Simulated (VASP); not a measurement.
Input of a VASP 6.6.1 run:

INCAR

```
SYSTEM = HfO2
ALGO = Normal
EDIFF = 1E-6
ENCUT = 520
GGA = PS
ISIF = 2
ISMEAR = 0
LASPH = .TRUE.
LCHARG = .FALSE.
LREAL = .FALSE.
LWAVE = .FALSE.
NBANDS = 31
NELM = 100
PREC = Accurate
SIGMA = 0.01
```

The input KPOINTS:

```
k-points
0
G
  6 6 8
  0 0 0
```

POSCAR

```
HfO2
1.0
    4.8300969876      0.0000000000      0.0000000000
    0.0000000000      4.8300969876      0.0000000000
    0.0000000000      0.0000000000      3.2100404173
Hf O
2 4
Direct
    0.0000000000      0.0000000000      0.0000000000
    0.5000000000      0.5000000000      0.5000000000
    0.1949718988      0.8050281012      0.5000000000
    0.3050281012      0.3050281012      0.0000000000
    0.6949718988      0.6949718988      0.0000000000
    0.8050281012      0.1949718988      0.5000000000
```

Potentials or basis: VASP PAW PBE potentials, release 64 (Hf_pv, O).

Run with:

```sh
$ cat potpaw_PBE.64/Hf_pv/POTCAR potpaw_PBE.64/O/POTCAR > POTCAR
$ mpirun -np 1 vasp_std > vasp.out
```

Q: What does it give for the pressure?

A: -2.7 GPa.

Q: What does it give for the largest force?

A: 0.049 eV/Å.

Q: Predict the band gap on the k mesh.

A: 3.84 eV.

Forces in eV/Å, atoms in the order of the input:
```
Hf   0.000  0.000  0.000
Hf   0.000  0.000  0.000
O   -0.034  0.034  0.000
O    0.034  0.034  0.000
O   -0.034 -0.034  0.000
O    0.034 -0.034  0.000
```

Caveat: the PAW data sets were made with another functional, which shifts forces and pressure a little; spin-orbit coupling is left out, which moves the levels of the heavy elements. A k mesh can miss the band edges.
